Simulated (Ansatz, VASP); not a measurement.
AlCo3 in VASP and in Ansatz

INCAR

```
ALGO = Fast
EDIFF = 1E-6
ENCUT = 520
GGA = PS
ISIF = 2
ISMEAR = 0
ISPIN = 2
LASPH = True
LCHARG = False
LMAXMIX = 4
LORBIT = 11
LREAL = False
LWAVE = False
MAGMOM = 0 1.45 1.45 1.45
NBANDS = 27
NELM = 150
PREC = Accurate
SIGMA = 0.1
```

Contents of KPOINTS:

```
k-points
0
Gamma
  12 12 12
```

The input POSCAR:

```
AlCo3
1.0
    3.4572708959      0.0000000000      0.0000000000
    0.0000000000      3.4572708959      0.0000000000
    0.0000000000      0.0000000000      3.4572708959
Al Co
1 3
Direct
    0.0000000000      0.0000000000      0.0000000000
    0.5000000000      0.5000000000      0.0000000000
    0.5000000000      0.0000000000      0.5000000000
    0.0000000000      0.5000000000      0.5000000000
```

Input for Ansatz:

```yaml
crystal:
  lattice:
    - [3.4572708959, 0.0, 0.0]
    - [0.0, 3.4572708959, 0.0]
    - [0.0, 0.0, 3.4572708959]
  atoms:
    - { symbol: Al, position: [0.0, 0.0, 0.0] }
    - { symbol: Co, position: [0.5, 0.5, 0.0], spin: 1.45 }
    - { symbol: Co, position: [0.5, 0.0, 0.5], spin: 1.45 }
    - { symbol: Co, position: [0.0, 0.5, 0.5], spin: 1.45 }
basis:
  ecutwfc: 420
kpoints:
  mp_grid: { grid: [12, 12, 12] }
hamiltonian:
  xc: pbesol
scf:
  occupations: { method: gaussian, width: 0.1 }
output:
  forces: true
  stress: true
  eigenvalues: true
  populations: true
magnetization:
  spin_polarized: true
```

Alike in both runs: task single point; functional PBEsol; k mesh 12 × 12 × 12; occupations gaussian, width 0.1 eV; collinear spin.

|  | VASP | Ansatz |
| --- | --- | --- |
| version | VASP 6.6.1 | Ansatz 0.2.0 |
| potentials or method | VASP PAW PBE potentials, release 64 (Al, Co), cutoff 520 eV | scalar-relativistic, plane waves, PAW |
| valence electrons in the cell | 30 | 54 |

Ansatz gave:

```
gap on the k mesh at the Fermi level (eV)                     : none
pressure (GPa)                                                : 8.8
net moment per atom (μB)                                      : 0.42
size of the moment on the site where the two differ most (μB) : 0.56
```

Question: What did VASP give for the same quantities?

Answer: gap on the k mesh at the Fermi level (eV): none; pressure (GPa): 8.1; net moment per atom (μB): 0.41; size of the moment on the site where the two differ most (μB): 0.55.

VASP's potentials were made for PBE, not for PBEsol. Site moments also hang on the region over which each program counts them. A gap of «none» marks a metal or a gap that the smearing closes. VASP's potentials hold 30 valence electrons a cell and Ansatz's 54, so a difference there can come from the potentials and not from the codes.
